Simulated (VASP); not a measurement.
# Rh (P6_3/mmc) in VASP: single point with r2SCAN

Aim: the single point of Rh with r2SCAN.

Program: VASP 6.6.1. These are calculated values, not measurements. Logs are shortened: lines on timing, memory, paths and dates and some standing lists are left out, and cuts for length are marked.

## (1) The cell of the first run

The structure is hexagonal, space group P6_3/mmc (No. 194). Conventional cell: a = 2.727 Å, b = 2.727 Å, c = 4.378 Å, α = 90.00°, β = 90.00°, γ = 120.00°. Within 3.6 Å of Rh (site symmetry -6m2) lie 12 Rh at 2.70 to 2.73 Å.

## (2) Single point, r2SCAN

Contents of POSCAR:

```
Rh
1.0
    2.7274461213      0.0000000000      0.0000000000
   -1.3637230606      2.3620376285      0.0000000000
    0.0000000000      0.0000000000      4.3775794169
Rh
2
Direct
    0.3333333333      0.6666666667      0.7500000000
    0.6666666667      0.3333333333      0.2500000000
```

Contents of INCAR.step1:

```
ALGO = Normal
EDIFF = 1E-4
ENCUT = 520
GGA = PE
ISMEAR = 0
LASPH = T
LCHARG = F
LREAL = F
LWAVE = T
NBANDS = 22
NELM = 60
PREC = Accurate
SIGMA = 0.05
```

Contents of INCAR.step2:

```
ALGO = Normal
EDIFF = 1E-6
ENCUT = 520
ISIF = 2
ISMEAR = 0
ISTART = 1
LASPH = T
LCHARG = T
LELF = T
LMIXTAU = T
LREAL = F
LVHAR = T
LWAVE = F
METAGGA = R2SCAN
NBANDS = 22
NELM = 60
PREC = Accurate
SIGMA = 0.05
```

Contents of KPOINTS:

```
k-points
0
Gamma
  18 18 10
```

Potentials or basis: VASP PAW PBE potentials, release 64 (Rh_pv).

On the command line:

```sh
cat potpaw_PBE.64/Rh_pv/POTCAR > POTCAR
cp INCAR.step1 INCAR
mpirun -np 1 vasp_std > vasp.out
cp INCAR.step2 INCAR
mpirun -np 1 vasp_std > vasp.out
```

OUTCAR:

```text
EDIFF = 1E-6
   ENCUT = 520
   ISIF = 2
   ISMEAR = 0
   ISTART = 1
   LASPH = T
   LREAL = F
   METAGGA = R2SCAN
   NELM = 60
   PREC = Accurate

 ion  position               nearest neighbor table
   1  0.333  0.667  0.750-   2 2.70   2 2.70   2 2.70   2 2.70   2 2.70   2 2.70
   2  0.667  0.333  0.250-   1 2.70   1 2.70   1 2.70   1 2.70   1 2.70   1 2.70

  LATTYP: Found a hexagonal cell.
 ALAT       =     2.7274461213
 C/A-ratio  =     1.6050104098

  Lattice vectors:

 A1 = (   2.7274461213,   0.0000000000,   0.0000000000)
 A2 = (  -1.3637230606,   2.3620376285,   0.0000000000)
 A3 = (   0.0000000000,   0.0000000000,   4.3775794169)

Analysis of symmetry for initial positions (statically):
=====================================================================
 Subroutine PRICEL returns:
 Original cell was already a primitive cell.

 Routine SETGRP: Setting up the symmetry group for a
 hexagonal supercell.

 Subroutine GETGRP returns: Found 24 space group operations
 (whereof 12 operations were pure point group operations)
 out of a pool of 24 trial point group operations.

The static configuration has the point symmetry D_3d.
 The point group associated with its full space group is D_6h.

Analysis of symmetry for dynamics (positions and initial velocities):
=====================================================================
 Subroutine PRICEL returns:
 Original cell was already a primitive cell.

 Routine SETGRP: Setting up the symmetry group for a
 hexagonal supercell.

 Subroutine GETGRP returns: Found 24 space group operations
 (whereof 12 operations were pure point group operations)
 out of a pool of 24 trial point group operations.

The dynamic configuration has the point symmetry D_3d.
 The point group associated with its full space group is D_6h.

 Subroutine INISYM returns: Found 24 space group operations
 (whereof 12 operations are pure point group operations),
 and found     1 'primitive' translations

----------------------------------------------------------------------------------------

                                     Primitive cell

  volume of cell :      28.2018

  direct lattice vectors                    reciprocal lattice vectors
     2.727446121  0.000000000  0.000000000     0.366643356  0.211681640  0.000000000
    -1.363723061  2.362037628  0.000000000     0.000000000  0.423363281  0.000000000
     0.000000000  0.000000000  4.377579417     0.000000000  0.000000000  0.228436747

  length of vectors
     2.727446121  2.727446121  4.377579417     0.423363281  0.423363281  0.228436747

  position of ions in fractional coordinates (direct lattice)
     0.333333333  0.666666667  0.750000000
     0.666666667  0.333333333  0.250000000

  ion indices of the primitive-cell ions
   primitive index   ion index
                 1           1
                 2           2

----------------------------------------------------------------------------------------

 KPOINTS: k-points

Automatic generation of k-mesh.
 Grid dimensions read from file:
 generate k-points for:   18   18   10

 Generating k-lattice:

  Cartesian coordinates                     Fractional coordinates (reciprocal lattice)
     0.020369075  0.011760091  0.000000000     0.055555556 -0.000000000  0.000000000
     0.000000000  0.023520182  0.000000000     0.000000000  0.055555556  0.000000000
     0.000000000  0.000000000  0.022843675     0.000000000  0.000000000  0.100000000

  Length of vectors
     0.023520182  0.023520182  0.022843675

  Shift w.r.t. Gamma in fractional coordinates (k-lattice)
     0.000000000  0.000000000  0.000000000

 Subroutine IBZKPT returns following result:
 ===========================================

 Found    222 irreducible k-points:

 Following reciprocal coordinates:
            Coordinates               Weight
  0.000000  0.000000  0.000000      1.000000
  0.055556 -0.000000  0.000000      6.000000
  0.111111 -0.000000  0.000000      6.000000
  0.166667 -0.000000  0.000000      6.000000
  0.222222 -0.000000  0.000000      6.000000
  0.277778 -0.000000  0.000000      6.000000
[... 16 lines left out ...]
  0.333333  0.111111  0.000000     12.000000
  0.388889  0.111111  0.000000     12.000000
 [... further k-points ...]
   k-points           NKPTS =    222   k-points in BZ     NKDIM =    222   number of bands    NBANDS=     22
   number of dos      NEDOS =    301   number of ions     NIONS =      2
   total plane-waves  NPLWV =  14400
   dimension x,y,z NGX =    20 NGY =   20 NGZ =   36
   dimension x,y,z NGXF=    40 NGYF=   40 NGZF=   72
   ions per type =               2
   NGX,Y,Z   is equivalent  to a cutoff of  12.19, 12.19, 13.67 a.u.
   NGXF,Y,Z  is equivalent  to a cutoff of  24.38, 24.38, 27.34 a.u.
 SYSTEM =  unknown system
   PREC   = accura    normal or accurate (medium, high low for compatibility)
   ISTART =      1    job   : 0-new  1-cont  2-samecut
   ICHARG =      0    charge: 1-file 2-atom 10-const
   ISPIN  =      1    spin polarized calculation?
   LNONCOLLINEAR =      F non collinear calculations
   LSORBIT =      F    spin-orbit coupling
   LASPH  =      T    aspherical Exc in radial PAW
   ENCUT  =  520.0 eV  38.22 Ry    6.18 a.u.   5.07  5.07  8.14*2*pi/ulx,y,z
   NELM   =     60;   NELMIN=  2; NELMDL=  0     # of ELM steps
   EDIFF  = 0.1E-05   stopping-criterion for ELM
   LREAL  =      F    real-space projection
   EDIFFG = 0.1E-04   stopping-criterion for IOM
   NSW    =      0    number of steps for IOM
   IBRION =     -1    ionic relax: 0-MD 1-quasi-New 2-CG
   NFREE  =      0    steps in history (QN), initial steepest desc. (CG)
   ISIF   =      2    stress and relaxation
   ISYM   =      2    0-nonsym 1-usesym 2-fastsym
   POTIM  = 0.5000    time-step for ionic-motion
   TEBEG  =    0.0;   TEEND  =   0.0 temperature during run
   PSTRESS=    0.0 pullay stress
   NELECT =      30.0000    total number of electrons
   NUPDOWN=      -1.0000    fix difference up-down
   EMIN   =  10.00;   EMAX   =-10.00  energy-range for DOS
   EFERMI =   0.00;   METHOD = LEGACY
   ISMEAR =     0;   SIGMA  =   0.05  broadening in eV -4-tet -1-fermi 0-gaus
   EFERMI_NEDOS =   21; number of points for ismear=-14 and -15
   IALGO  =     38    algorithm
   IMIX   =      4    mixing-type and parameters
     AMIX     =   0.40;   BMIX     =  1.00
     AMIX_MAG =   1.60;   BMIX_MAG =  1.00
  volume/ion in A,a.u.               =      14.10        95.16
  Fermi-wavevector in a.u.,A,eV,Ry     =   1.671179  3.158070 37.998874  2.792838
  Thomas-Fermi vector in A             =   2.756547
   LORBIT       =      0    0 simple, 1 ext, 2 COOP (PROOUT), +10 PAW based schemes
   METAGGA = R2SCAN    functional components
   LHFCALC =     F    Hartree Fock is set to
   AEXX    =    0.0000 exact exchange contribution
   IVDW    =     0    specifies the selected vdW correction
   LEPSILON=     F    determine dielectric tensor
   LRPA    =     F    only Hartree local field effects (RPA)
 non-spin polarized calculation
 Gauss-broadening in eV      SIGMA  =   0.05
  energy-cutoff  :      520.00
  volume of cell :       28.20
 maximum number of plane-waves:       780
   NGX = 11   NGY = 11   NGZ = 17

 number of electron      30.0000011 magnetization

 Free energy of the ion-electron system (eV)
  ---------------------------------------------------
  ext. energy  EPLUGINS =         0.00000000
  ---------------------------------------------------
  free energy    TOTEN  =       -48.17670501 eV

  energy without entropy =      -48.17234147  energy(sigma->0) =      -48.17452324

 E-fermi :  11.3906     XC(G=0): -15.0193

 val. band max:       11.3877718172   @ k =   0.0556  -0.0000   0.3000
 cond. band min:      11.3959810692   @ k =   0.3889   0.1667   0.2000
 fundamental gap:      0.0082092520
 Fermi energy:        11.3906443146

 k-point     1 :       0.0000    0.0000    0.0000
  band No.  band energies     occupation
      1     -37.2167      2.00000
      2     -36.5539      2.00000
      3     -36.5538      2.00000
      4     -36.4641      2.00000
      5     -36.4431      2.00000
      6     -36.4431      2.00000
[... 14 lines left out ...]
     21      28.7082      0.00000
     22      28.7086      0.00000

 k-point     2 :       0.0556   -0.0000    0.0000
  band No.  band energies     occupation
      1     -37.2096      2.00000
      2     -36.5695      2.00000
      3     -36.5590      2.00000
      4     -36.4672      2.00000
      5     -36.4595      2.00000
      6     -36.4456      2.00000
[... 14 lines left out ...]
     21      28.7082      0.00000
     22      28.7084      0.00000

 k-point     3 :       0.1111   -0.0000    0.0000
  band No.  band energies     occupation
      1     -37.1887      2.00000
      2     -36.6147      2.00000
      3     -36.5738      2.00000
      4     -36.5064      2.00000
      5     -36.4765      2.00000
      6     -36.4527      2.00000
[... 14 lines left out ...]
     21      28.7081      0.00000
     22      28.7084      0.00000

 k-point     4 :       0.1667   -0.0000    0.0000
  band No.  band energies     occupation
      1     -37.1553      2.00000
      2     -36.6840      2.00000
      3     -36.5959      2.00000
      4     -36.5772      2.00000
      5     -36.4921      2.00000
      6     -36.4641      2.00000
[... 14 lines left out ...]
     21      28.7081      0.00000
     22      28.7083      0.00000

 k-point     5 :       0.2222   -0.0000    0.0000
  band No.  band energies     occupation
      1     -37.1116      2.00000
      2     -36.7692      2.00000
      3     -36.6626      2.00000
      4     -36.6224      2.00000
      5     -36.5140      2.00000
      6     -36.4785      2.00000
[... 417 lines left out ...]
 k-point    22 :       0.2778    0.1111    0.0000
  band No.  band energies     occupation
      1     -36.9904      2.00000
      2     -36.9363      2.00000
      3     -36.8512      2.00000
      4     -36.6885      2.00000
      5     -36.5842      2.00000
      6     -36.5451      2.00000
[... 14 lines left out ...]
     21      25.2056      0.00000
     22      28.1115      0.00000

 k-point    23 :       0.3333    0.1111    0.0000
  band No.  band energies     occupation
      1     -37.0011      2.00000
      2     -36.9385      2.00000
      3     -36.8981      2.00000
      4     -36.7199      2.00000
      5     -36.6193      2.00000
      6     -36.5608      2.00000
[... 14 lines left out ...]
     21      24.3015      0.00000
     22      27.3632      0.00000

 k-point    24 :       0.3889    0.1111    0.0000
  band No.  band energies     occupation
      1     -37.0433      2.00000
      2     -36.9287      2.00000
      3     -36.8966      2.00000
      4     -36.7401      2.00000
      5     -36.6502      2.00000
      6     -36.5710      2.00000
[... 14 lines left out ...]
     21      23.6724      0.00000
     22      26.7243      0.00000

 [... further k-points ...]

------------------------ aborting loop because EDIFF is reached ----------------------------------------

  FORCE on cell =-STRESS in cart. coord.  units (eV):
  Direction    XX          YY          ZZ          XY          YZ          ZX
  --------------------------------------------------------------------------------------
  -------------------------------------------------------------------------------------
  Total       -0.9431828     -0.9431828     -0.9366723     -0.0000000      0.0000000      0.0000000
  in kB      -53.5832945    -53.5832945    -53.2134272     -0.0000000      0.0000000      0.0000000
  external PRESSURE =     -53.4600054 kB  Pullay stress =       0.0000000 kB

 VOLUME and BASIS-vectors are now :
 -----------------------------------------------------------------------------
  energy-cutoff  :      520.00
  volume of cell :       28.20
      direct lattice vectors                 reciprocal lattice vectors
     2.727446121  0.000000000  0.000000000     0.366643356  0.211681640  0.000000000
    -1.363723061  2.362037628  0.000000000     0.000000000  0.423363281  0.000000000
     0.000000000  0.000000000  4.377579417     0.000000000  0.000000000  0.228436747

 POSITION                                       TOTAL-FORCE (eV/Angst)
 -----------------------------------------------------------------------------------
     -0.00000      1.57469      3.28318         0.000000     -0.000000      0.000000
      1.36372      0.78735      1.09439        -0.000000      0.000000      0.000000
 -----------------------------------------------------------------------------------
    total drift:                               -0.000000      0.000000     -0.000000

  FREE ENERGIE OF THE ION-ELECTRON SYSTEM (eV)
  ---------------------------------------------------
  free  energy   TOTEN  =       -48.1767050051 eV

  energy  without entropy=      -48.1723414688  energy(sigma->0) =      -48.17452324
```

It took 3.8 min on 1 thread of Intel Xeon Platinum 8375C at 2.90GHz (Ice Lake), shared host; peak memory 0.23 GiB.

What came out:

* Free energy: -48.1767 eV
* Pressure: -5.3 GPa
* Band gap on the k mesh: zero (band 15 reaches 12.01 eV, above the bottom of band 16 at 9.62 eV)

Caveat: the PAW data sets were made with another functional, which shifts forces and pressure a little.
